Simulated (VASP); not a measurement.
# Sr4Ti4O11 (a cell with a defect) in VASP: single point with PBE

Aim: the single point of Sr4Ti4O11 (a cell with a defect) with PBE.

All numbers are computed with VASP 6.6.1; they aren't measurements. Logs are shortened: lines on timing, memory, paths and dates and some standing lists are left out, and cuts for length are marked.

**1. The cell of the first run**

The cell holds a defect, 19 atoms: a = 6.818 Å, b = 6.818 Å, c = 6.818 Å, α = 109.47°, β = 109.47°, γ = 109.47°.

**2. Single point, PBE**

INCAR reads:

```
  PREC = Accurate
  ENCUT = 520
  EDIFF = 1E-6
  ISMEAR = 0
  SIGMA = 0.02
  LREAL = Auto
  LASPH = True
  NELM = 100
  ALGO = Normal
  ISIF = 2
  LWAVE = False
  LCHARG = True
  GGA = PE
  LELF = True
  LVHAR = True
  NELECT = 152.0
  NBANDS = 92
```

KPOINTS reads:

```
Automatic mesh
0
Gamma
  3 3 3
```

POSCAR reads:

```
Sr4Ti4O11
1.0
   -3.9364226094      3.9364226094      3.9364226094
    3.9364226094     -3.9364226094      3.9364226094
    3.9364226094      3.9364226094     -3.9364226094
Sr Ti O
4 4 11
Direct
   -0.0085089949     -0.0079742454     -0.0079742454
    0.4961588716      0.4980793971     -0.0019205255
    0.4961589986     -0.0019205255      0.4980795241
   -0.0085089949      0.4994651731      0.4994651731
    0.5201039632      0.5100519429      0.5100519429
   -0.0281214725     -0.0179506895      0.4898291396
   -0.0281214725      0.4898291396     -0.0179506895
    0.4882114271     -0.0058943112     -0.0058941842
    0.2076662191      0.3538330708      0.3538330708
    0.7715134530      0.0102941183      0.2612194121
    0.7237493996      0.4746118965      0.7491374257
    0.2640051903      0.0133621324      0.7506429805
    0.7237493996      0.7491374257      0.4746118965
    0.2640051903      0.7506429805      0.0133621324
    0.7715134530      0.2612194121      0.0102941183
    0.5216083748      0.7614333616      0.7614333616
    0.0266042319      0.2633021408      0.7633021904
    0.0266042319      0.7633021904      0.2633021408
    0.5216083748      0.2601750629      0.2601750629
```

Potentials or basis: VASP PAW PBE potentials, release 64 (Sr_sv, Ti_sv, O).

On the command line:

```console
> cat potpaw_PBE.64/Sr_sv/POTCAR potpaw_PBE.64/Ti_sv/POTCAR potpaw_PBE.64/O/POTCAR > POTCAR
> mpirun -np 1 vasp_std > vasp.out
```

OUTCAR:

```text
PREC = Accurate
   ENCUT = 520
   EDIFF = 1E-6
   ISMEAR = 0
   LREAL = Auto
   LASPH = True
   NELM = 100
   ISIF = 2
   GGA = PE
   NELECT = 152.0

 ion  position               nearest neighbor table
   1  0.991  0.992  0.992-   9 2.33  16 2.62  15 2.73  10 2.73  17 2.79  18 2.79  12 2.86  14 2.86
                            13 2.88  11 2.88  19 2.95   5 3.26   7 3.36   6 3.36   8 3.38   8 3.44
   2  0.496  0.498  0.998-  17 2.61  13 2.66  11 2.66  14 2.70  12 2.70  19 2.79  16 2.79  15 2.85
                            10 2.85  18 2.95   6 3.30   7 3.30   8 3.41   8 3.41   5 3.41   5 3.41
   3  0.496  0.998  0.498-  18 2.61  11 2.66  13 2.66  12 2.70  14 2.70  16 2.79  19 2.79  10 2.85
                            15 2.85  17 2.95   7 3.30   6 3.30   8 3.41   8 3.41   5 3.41   5 3.41
   4  0.991  0.499  0.499-   9 2.33  19 2.62  15 2.73  10 2.73  18 2.79  17 2.79  12 2.86  14 2.86
                            11 2.88  13 2.88  16 2.95   5 3.26   6 3.36   7 3.36   8 3.38   8 3.44
   5  0.520  0.510  0.510-   9 1.74  11 1.90  13 1.90  19 1.97  16 1.97   4 3.26   1 3.26   2 3.41
                             3 3.41   3 3.41   2 3.41   4 3.56   1 3.56
   6  0.972  0.982  0.490-  10 1.81  13 1.84  18 1.99  17 1.99  12 2.07   3 3.30   2 3.30   4 3.36
                             1 3.36   1 3.46   4 3.46   2 3.52   3 3.52
   7  0.972  0.490  0.982-  15 1.81  11 1.84  17 1.99  18 1.99  14 2.07   3 3.30   2 3.30   4 3.36
                             1 3.36   1 3.46   4 3.46   2 3.52   3 3.52
   8  0.488  0.994  0.994-  14 1.92  12 1.92  19 1.97  16 1.97  10 2.11  15 2.11   1 3.38   4 3.38
                             3 3.41   2 3.41   2 3.41   3 3.41   4 3.44   1 3.44
   9  0.208  0.354  0.354-   5 1.74   1 2.33   4 2.33
  10  0.772  0.010  0.261-   6 1.81   8 2.11   4 2.73   1 2.73   3 2.85   2 2.85
  11  0.724  0.475  0.749-   7 1.84   5 1.90   3 2.66   2 2.66   1 2.88   4 2.88
  12  0.264  0.013  0.751-   8 1.92   6 2.07   3 2.70   2 2.70   1 2.86   4 2.86
  13  0.724  0.749  0.475-   6 1.84   5 1.90   2 2.66   3 2.66   1 2.88   4 2.88
  14  0.264  0.751  0.013-   8 1.92   7 2.07   2 2.70   3 2.70   1 2.86   4 2.86
  15  0.772  0.261  0.010-   7 1.81   8 2.11   4 2.73   1 2.73   2 2.85   3 2.85
  16  0.522  0.761  0.761-   8 1.97   5 1.97   1 2.62   3 2.79   2 2.79   4 2.95
  17  0.027  0.263  0.763-   7 1.99   6 1.99   2 2.61   1 2.79   4 2.79   3 2.95
  18  0.027  0.763  0.263-   6 1.99   7 1.99   3 2.61   1 2.79   4 2.79   2 2.95
  19  0.522  0.260  0.260-   8 1.97   5 1.97   4 2.62   2 2.79   3 2.79   1 2.95

  LATTYP: Found a body centered cubic cell.
 ALAT       =     7.8728452188

  Lattice vectors:

 A1 = (  -3.9364226094,   3.9364226094,   3.9364226094)
 A2 = (   3.9364226094,  -3.9364226094,   3.9364226094)
 A3 = (   3.9364226094,   3.9364226094,  -3.9364226094)

Analysis of symmetry for initial positions (statically):
=====================================================================
 Subroutine PRICEL returns:
 Original cell was already a primitive cell.

 Routine SETGRP: Setting up the symmetry group for a
 body centered cubic supercell.

 Subroutine GETGRP returns: Found  4 space group operations
 (whereof  2 operations were pure point group operations)
 out of a pool of 48 trial point group operations.

The static configuration has the point symmetry C_1h.
 The point group associated with its full space group is C_2v.

Analysis of symmetry for dynamics (positions and initial velocities):
=====================================================================
 Subroutine PRICEL returns:
 Original cell was already a primitive cell.

 Routine SETGRP: Setting up the symmetry group for a
 body centered cubic supercell.

 Subroutine GETGRP returns: Found  4 space group operations
 (whereof  2 operations were pure point group operations)
 out of a pool of 48 trial point group operations.

The dynamic configuration has the point symmetry C_1h.
 The point group associated with its full space group is C_2v.

 Subroutine INISYM returns: Found  4 space group operations
 (whereof  2 operations are pure point group operations),
 and found     1 'primitive' translations

----------------------------------------------------------------------------------------

                                     Primitive cell

  volume of cell :     243.9861

  direct lattice vectors                    reciprocal lattice vectors
    -3.936422609  3.936422609  3.936422609     0.000000000  0.127018882  0.127018882
     3.936422609 -3.936422609  3.936422609     0.127018882  0.000000000  0.127018882
     3.936422609  3.936422609 -3.936422609     0.127018882  0.127018882  0.000000000

[... 57 lines left out ...]
     0.000000000  0.042339627  0.042339627     0.333333333  0.000000000  0.000000000
     0.042339627  0.000000000  0.042339627     0.000000000  0.333333333  0.000000000
     0.042339627  0.042339627  0.000000000     0.000000000  0.000000000  0.333333333

  Length of vectors
     0.059877275  0.059877275  0.059877275

  Shift w.r.t. Gamma in fractional coordinates (k-lattice)
     0.000000000  0.000000000  0.000000000

 Subroutine IBZKPT returns following result:
 ===========================================

 Found      8 irreducible k-points:

 Following reciprocal coordinates:
            Coordinates               Weight
  0.000000  0.000000  0.000000      1.000000
  0.333333  0.000000  0.000000      2.000000
  0.000000  0.333333  0.000000      8.000000
  0.000000  0.333333 -0.333333      2.000000
  0.333333  0.333333  0.000000      4.000000
  0.000000  0.333333  0.333333      4.000000
 -0.333333  0.333333  0.333333      2.000000
  0.333333 -0.333333  0.333333      4.000000
   k-points           NKPTS =      8   k-points in BZ     NKDIM =      8   number of bands    NBANDS=     92
   number of dos      NEDOS =    301   number of ions     NIONS =     19
   total plane-waves  NPLWV = 157464
   dimension x,y,z NGX =    54 NGY =   54 NGZ =   54
   dimension x,y,z NGXF=   108 NGYF=  108 NGZF=  108
   ions per type =               4   4  11
   NGX,Y,Z   is equivalent  to a cutoff of  13.17, 13.17, 13.17 a.u.
   NGXF,Y,Z  is equivalent  to a cutoff of  26.33, 26.33, 26.33 a.u.
 SYSTEM =  unknown system
   PREC   = accura    normal or accurate (medium, high low for compatibility)
   ISTART =      0    job   : 0-new  1-cont  2-samecut
   ICHARG =      2    charge: 1-file 2-atom 10-const
   ISPIN  =      1    spin polarized calculation?
   LNONCOLLINEAR =      F non collinear calculations
   LSORBIT =      F    spin-orbit coupling
   LASPH  =      T    aspherical Exc in radial PAW
   ENCUT  =  520.0 eV  38.22 Ry    6.18 a.u.  12.68 12.68 12.68*2*pi/ulx,y,z
   NELM   =    100;   NELMIN=  2; NELMDL= -5     # of ELM steps
   EDIFF  = 0.1E-05   stopping-criterion for ELM
   LREAL  =      T    real-space projection
   EDIFFG = 0.1E-04   stopping-criterion for IOM
   NSW    =      0    number of steps for IOM
   IBRION =     -1    ionic relax: 0-MD 1-quasi-New 2-CG
   NFREE  =      0    steps in history (QN), initial steepest desc. (CG)
   ISIF   =      2    stress and relaxation
   ISYM   =      2    0-nonsym 1-usesym 2-fastsym
   POTIM  = 0.5000    time-step for ionic-motion
   TEBEG  =    0.0;   TEEND  =   0.0 temperature during run
   PSTRESS=    0.0 pullay stress
   NELECT =     152.0000    total number of electrons
   NUPDOWN=      -1.0000    fix difference up-down
   EMIN   =  10.00;   EMAX   =-10.00  energy-range for DOS
   EFERMI =   0.00;   METHOD = LEGACY
   ISMEAR =     0;   SIGMA  =   0.02  broadening in eV -4-tet -1-fermi 0-gaus
   EFERMI_NEDOS =   21; number of points for ismear=-14 and -15
   IALGO  =     38    algorithm
   IMIX   =      4    mixing-type and parameters
     AMIX     =   0.40;   BMIX     =  1.00
     AMIX_MAG =   1.60;   BMIX_MAG =  1.00
  volume/ion in A,a.u.               =      12.84        86.66
  Fermi-wavevector in a.u.,A,eV,Ry     =   1.398195  2.642205 26.598687  1.954948
  Thomas-Fermi vector in A             =   2.521377
   LORBIT       =      0    0 simple, 1 ext, 2 COOP (PROOUT), +10 PAW based schemes
   GGA     = PE    functional components
   LHFCALC =     F    Hartree Fock is set to
   AEXX    =    0.0000 exact exchange contribution
   IVDW    =     0    specifies the selected vdW correction
   LEPSILON=     F    determine dielectric tensor
   LRPA    =     F    only Hartree local field effects (RPA)
 non-spin polarized calculation
 Gauss-broadening in eV      SIGMA  =   0.02
  energy-cutoff  :      520.00
  volume of cell :      243.99
 maximum number of plane-waves:      6603
 NGX is ok and might be reduce to    54
   NGX = 25   NGY = 25   NGZ = 25

 number of electron     152.0000008 magnetization

 Free energy of the ion-electron system (eV)
  ---------------------------------------------------
  ext. energy  EPLUGINS =         0.00000000
  ---------------------------------------------------
  free energy    TOTEN  =      -161.32928646 eV

  energy without entropy =     -161.32928646  energy(sigma->0) =     -161.32928646

 E-fermi :   3.7139     XC(G=0): -10.7667

 val. band max:        3.5657713062   @ k =   0.0000   0.0000   0.0000
 cond. band min:       5.7541028815   @ k =   0.0000   0.0000   0.0000
 fundamental gap:      2.1883315754
 Fermi energy:         3.7139069294

 k-point     1 :       0.0000    0.0000    0.0000
  band No.  band energies     occupation
      1     -52.8755      2.00000
      2     -52.8742      2.00000
      3     -52.7637      2.00000
      4     -52.4939      2.00000
      5     -29.3289      2.00000
      6     -29.3283      2.00000
[... 717 lines left out ...]
     87       7.7579      0.00000
     88       7.9342      0.00000
 [bands above 88 left out]

------------------------ aborting loop because EDIFF is reached ----------------------------------------

  FORCE on cell =-STRESS in cart. coord.  units (eV):
  Direction    XX          YY          ZZ          XY          YZ          ZX
  --------------------------------------------------------------------------------------
  -------------------------------------------------------------------------------------
  Total      -12.5554046    -10.1919587    -10.1919587     -0.0000000      1.4537805      0.0000000
  in kB      -82.4472458    -66.9272671    -66.9272671     -0.0000000      9.5465024      0.0000000
  external PRESSURE =     -72.1005934 kB  Pullay stress =       0.0000000 kB

 VOLUME and BASIS-vectors are now :
 -----------------------------------------------------------------------------
  energy-cutoff  :      520.00
  volume of cell :      243.99
      direct lattice vectors                 reciprocal lattice vectors
    -3.936422609  3.936422609  3.936422609     0.000000000  0.127018882  0.127018882
     3.936422609 -3.936422609  3.936422609     0.127018882  0.000000000  0.127018882
     3.936422609  3.936422609 -3.936422609     0.127018882  0.127018882  0.000000000

 POSITION                                       TOTAL-FORCE (eV/Angst)
 -----------------------------------------------------------------------------------
      3.90714      3.90293      3.90293        -0.052003     -0.009813     -0.009813
      3.93642      3.92130     -0.01512        -0.000000      0.001772      0.001772
      3.93642     -0.01512      3.92130        -0.000000      0.001772      0.001772
      0.02928      3.90293      3.90293         0.052003     -0.009813     -0.009813
      1.96821      2.04735      2.04735         0.000000      0.066335      0.066335
      1.96821      1.88814      5.76331         0.000000      0.060586      0.064913
[... 11 lines left out ...]
      3.93642     -1.86349      2.07294        -0.000000      0.001754      0.001754
     -0.00495      2.05327      2.05327         0.010408     -0.006962     -0.006962
 -----------------------------------------------------------------------------------
    total drift:                               -0.005115     -0.014865     -0.012484

  FREE ENERGIE OF THE ION-ELECTRON SYSTEM (eV)
  ---------------------------------------------------
  free  energy   TOTEN  =      -161.3292864554 eV

  energy  without entropy=     -161.3292864554  energy(sigma->0) =     -161.32928646
```

It took 6.4 min on 1 thread of Intel Xeon Platinum 8488C (Sapphire Rapids), shared host; peak memory 0.45 GiB.

Results:

```
Free energy   : -161.3293 eV
Largest force : 0.094 eV/Å
```

Forces in eV/Å, atoms in the order of the input:
```
Sr  -0.052 -0.010 -0.010
Sr   0.000  0.002  0.002
Sr   0.000  0.002  0.002
Sr   0.052 -0.010 -0.010
Ti   0.000  0.066  0.066
Ti   0.000  0.061  0.065
Ti   0.000  0.065  0.061
Ti   0.000  0.029  0.029
O    0.000 -0.056 -0.056
O    0.000 -0.075  0.009
O    0.000 -0.037 -0.008
O    0.000 -0.030  0.002
O    0.000 -0.008 -0.037
O    0.000  0.002 -0.030
O    0.000  0.009 -0.075
O   -0.010 -0.007 -0.007
O    0.000  0.002  0.002
O    0.000  0.002  0.002
O    0.010 -0.007 -0.007
```

Caveat: the cell carries a net charge on a neutralising background, which shifts energy and pressure; the cell is charged against a uniform background, so pressure and absolute levels hang on convention.
